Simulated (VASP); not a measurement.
# BiAu (F-43m) in VASP: a series of runs, part 3 of 3

VASP 6.6.1.

### 6 Single point, r2SCAN (32.34 Å³/atom)

POSCAR reads:

```
BiAu
1.0
    0.0000000000      3.1860790586      3.1860790586
    3.1860790586      0.0000000000      3.1860790586
    3.1860790586      3.1860790586      0.0000000000
Au Bi
1 1
Direct
    0.0000000000      0.0000000000      0.0000000000
    0.2500000000      0.2500000000      0.2500000000
```

INCAR.step1 reads:

```
SYSTEM = BiAu
PREC     = Accurate       ! precision mode
ENCUT    = 520            ! plane-wave cutoff, eV
ISMEAR   = 0              ! smearing method
SIGMA    = 0.05           ! smearing width, eV
LREAL    = .FALSE.        ! projectors in reciprocal space
LASPH    = .TRUE.         ! aspherical terms in the spheres
NELM     = 60             ! most SCF steps
NBANDS   = 20             ! bands
GGA      = PE             ! functional
ALGO     = Normal         ! electronic algorithm
EDIFF    = 1E-4           ! SCF threshold, eV
LWAVE    = .TRUE.         ! write WAVECAR
LCHARG   = .FALSE.        ! write CHGCAR
```

INCAR.step2 reads:

```
SYSTEM = BiAu
PREC     = Accurate       ! precision mode
ENCUT    = 520            ! plane-wave cutoff, eV
EDIFF    = 1E-6           ! SCF threshold, eV
ISMEAR   = 0              ! smearing method
SIGMA    = 0.05           ! smearing width, eV
LREAL    = .FALSE.        ! projectors in reciprocal space
LASPH    = .TRUE.         ! aspherical terms in the spheres
NELM     = 60             ! most SCF steps
ALGO     = Normal         ! electronic algorithm
ISIF     = 2              ! what is computed and relaxed
LWAVE    = .FALSE.        ! write WAVECAR
LCHARG   = .TRUE.         ! write CHGCAR
METAGGA  = R2SCAN         ! meta-GGA
LMIXTAU  = .TRUE.       
LELF     = .TRUE.         ! ELF
LVHAR    = .TRUE.       
NBANDS   = 20             ! bands
ISTART   = 1
```

KPOINTS reads:

```
regular mesh
0
G
  10 10 10
  0 0 0
```

Potentials or basis: VASP PAW PBE potentials, release 64 (Au, Bi_d).

Command:

```sh
$ cat potpaw_PBE.64/Au/POTCAR potpaw_PBE.64/Bi_d/POTCAR > POTCAR
$ cp INCAR.step1 INCAR
$ mpirun -np 1 vasp_std > vasp.out
$ cp INCAR.step2 INCAR
$ mpirun -np 1 vasp_std > vasp.out
```

OUTCAR:

```text
SYSTEM = BiAu
   PREC = Accurate
   ENCUT = 520
   EDIFF = 1E-6
   ISMEAR = 0
   LREAL = .FALSE.
   LASPH = .TRUE.
   NELM = 60
   ISIF = 2
   METAGGA = R2SCAN
   ISTART = 1

 ion  position               nearest neighbor table
   1  0.000  0.000  0.000-   2 2.76   2 2.76   2 2.76   2 2.76
   2  0.250  0.250  0.250-   1 2.76   1 2.76   1 2.76   1 2.76

  LATTYP: Found a face centered cubic cell.
 ALAT       =     6.3721581172

  Lattice vectors:

 A1 = (   0.0000000000,   3.1860790586,   3.1860790586)
 A2 = (   3.1860790586,   0.0000000000,   3.1860790586)
 A3 = (   3.1860790586,   3.1860790586,   0.0000000000)

Analysis of symmetry for initial positions (statically):
=====================================================================
 Subroutine PRICEL returns:
 Original cell was already a primitive cell.

 Routine SETGRP: Setting up the symmetry group for a
 face centered cubic supercell.

 Subroutine GETGRP returns: Found 24 space group operations
 (whereof 24 operations were pure point group operations)
 out of a pool of 48 trial point group operations.

The static configuration has the point symmetry T_d .

Analysis of symmetry for dynamics (positions and initial velocities):
=====================================================================
 Subroutine PRICEL returns:
 Original cell was already a primitive cell.

 Routine SETGRP: Setting up the symmetry group for a
 face centered cubic supercell.

 Subroutine GETGRP returns: Found 24 space group operations
 (whereof 24 operations were pure point group operations)
 out of a pool of 48 trial point group operations.

The dynamic configuration has the point symmetry T_d .

 Subroutine INISYM returns: Found 24 space group operations
 (whereof 24 operations are pure point group operations),
 and found     1 'primitive' translations

[... 110 lines left out ...]
   EFERMI_NEDOS =   21; number of points for ismear=-14 and -15
   IALGO  =     38    algorithm
   IMIX   =      4    mixing-type and parameters
     AMIX     =   0.40;   BMIX     =  1.00
     AMIX_MAG =   1.60;   BMIX_MAG =  1.00
  volume/ion in A,a.u.               =      32.34       218.26
  Fermi-wavevector in a.u.,A,eV,Ry     =   1.208183  2.283135 19.860509  1.459706
  Thomas-Fermi vector in A             =   2.343798
   LORBIT       =      0    0 simple, 1 ext, 2 COOP (PROOUT), +10 PAW based schemes
   METAGGA = R2SCAN    functional components
   LHFCALC =     F    Hartree Fock is set to
   AEXX    =    0.0000 exact exchange contribution
   IVDW    =     0    specifies the selected vdW correction
   LEPSILON=     F    determine dielectric tensor
   LRPA    =     F    only Hartree local field effects (RPA)
 non-spin polarized calculation
 Gauss-broadening in eV      SIGMA  =   0.05
  energy-cutoff  :      520.00
  volume of cell :       64.68
 maximum number of plane-waves:      1807
 NGX is ok and might be reduce to    36
   NGX = 17   NGY = 17   NGZ = 17

 number of electron      26.0000003 magnetization

 Free energy of the ion-electron system (eV)
  ---------------------------------------------------
  ext. energy  EPLUGINS =         0.00000000
  ---------------------------------------------------
  free energy    TOTEN  =      -108.56157537 eV

  energy without entropy =     -108.55988459  energy(sigma->0) =     -108.56072998

 E-fermi :   4.6898     XC(G=0): -10.0257

 val. band max:        4.6702511922   @ k =  -0.4000   0.3000   0.1000
 cond. band min:       4.7470908580   @ k =   0.5000   0.3000   0.1000
 fundamental gap:      0.0768396658
 Fermi energy:         4.6898132170

 k-point     1 :       0.0000    0.0000    0.0000
  band No.  band energies     occupation
      1     -18.6757      2.00000
      2     -18.6757      2.00000
      3     -18.6757      2.00000
      4     -18.6340      2.00000
      5     -18.6340      2.00000
      6      -7.4699      2.00000
[... 541 lines left out ...]
     19      15.5936      0.00000
     20      17.4691      0.00000

 [... further k-points ...]

------------------------ aborting loop because EDIFF is reached ----------------------------------------

  FORCE on cell =-STRESS in cart. coord.  units (eV):
  Direction    XX          YY          ZZ          XY          YZ          ZX
  --------------------------------------------------------------------------------------
  -------------------------------------------------------------------------------------
  Total        0.0250646      0.0250646      0.0250646      0.0000000      0.0000000      0.0000000
  in kB        0.6208286      0.6208286      0.6208286      0.0000000      0.0000000      0.0000000
  external PRESSURE =       0.6208286 kB  Pullay stress =       0.0000000 kB

 VOLUME and BASIS-vectors are now :
 -----------------------------------------------------------------------------
  energy-cutoff  :      520.00
  volume of cell :       64.68
      direct lattice vectors                 reciprocal lattice vectors
     0.000000000  3.186079059  3.186079059    -0.156932703  0.156932703  0.156932703
     3.186079059  0.000000000  3.186079059     0.156932703 -0.156932703  0.156932703
     3.186079059  3.186079059  0.000000000     0.156932703  0.156932703 -0.156932703

 POSITION                                       TOTAL-FORCE (eV/Angst)
 -----------------------------------------------------------------------------------
      0.00000      0.00000      0.00000         0.000000     -0.000000      0.000000
      1.59304      1.59304      1.59304        -0.000000      0.000000     -0.000000
 -----------------------------------------------------------------------------------
    total drift:                               -0.000000     -0.000000     -0.000000

  FREE ENERGIE OF THE ION-ELECTRON SYSTEM (eV)
  ---------------------------------------------------
  free  energy   TOTEN  =      -108.5615753695 eV

  energy  without entropy=     -108.5598845906  energy(sigma->0) =     -108.56072998
```

OSZICAR.step1:

```text
N       E                     dE             d eps       ncg     rms          rms(c)
DAV:   1     0.226376383668E+03    0.22638E+03   -0.13384E+04  1888   0.140E+03
DAV:   2     0.901988293134E+01   -0.21736E+03   -0.20901E+03  1880   0.370E+02
DAV:   3    -0.659742679067E+01   -0.15617E+02   -0.15483E+02  2216   0.106E+02
DAV:   4    -0.701813991590E+01   -0.42071E+00   -0.42050E+00  2240   0.177E+01
DAV:   5    -0.703379502657E+01   -0.15655E-01   -0.15655E-01  2700   0.320E+00    0.509E+00
DAV:   6    -0.669177407761E+01    0.34202E+00   -0.18783E+00  2056   0.878E+00    0.360E+00
DAV:   7    -0.667391509690E+01    0.17859E-01   -0.61293E-02  2100   0.228E+00    0.197E+00
DAV:   8    -0.666706523198E+01    0.68499E-02   -0.17809E-02  2320   0.125E+00    0.166E-01
DAV:   9    -0.666669572957E+01    0.36950E-03   -0.13720E-03  2248   0.414E-01    0.971E-02
DAV:  10    -0.666667548013E+01    0.20249E-04   -0.45308E-04  2144   0.239E-01
   1 F= -.66666755E+01 E0= -.66658175E+01  d E =-.171601E-02
```

Run time: 2.5 min. Hardware: 1 thread of AMD EPYC 9R45 (Zen 5), shared host; peak memory 0.22 GiB.

What came out:

```yaml
Free_energy: -108.5616 eV
Pressure: 0.1 GPa
Band_gap_on_the_k_mesh: zero (bands 13 and 14 overlap by 3.82 eV)
```

Caveat: the PAW data sets were made with another functional, which shifts forces and pressure a little; spin-orbit coupling is left out, which moves the levels of the heavy elements.

### 7 Overview

```csv
level,cell,k mesh,gap on the mesh (eV),pressure (GPa)
PBE,"a = 4.506 Å, angles 60.0°, 2 atoms",6 × 6 × 6,none,2.2
PBE,"a = 4.573 Å, angles 60.0°, 2 atoms",6 × 6 × 6,none,-0.2
r2SCAN,"a = 4.445 Å, angles 60.0°, 2 atoms",10 × 10 × 10,none,2.7
r2SCAN,"a = 4.476 Å, angles 60.0°, 2 atoms",10 × 10 × 10,none,1.3
r2SCAN,"a = 4.506 Å, angles 60.0°, 2 atoms",10 × 10 × 10,none,0.1
```

Alike in all rows: task single point; potentials or basis VASP PAW PBE potentials, release 64 (Au, Bi_d); no spin polarisation; cutoff (eV) 520; smearing gaussian 0.05 eV.

Caveats: spin-orbit coupling is left out, which moves the levels of the heavy elements; the PAW data sets were made with another functional, which shifts forces and pressure a little (at least some runs).

Total energies depend on the potentials used, so only differences within one code and one set of settings carry meaning.
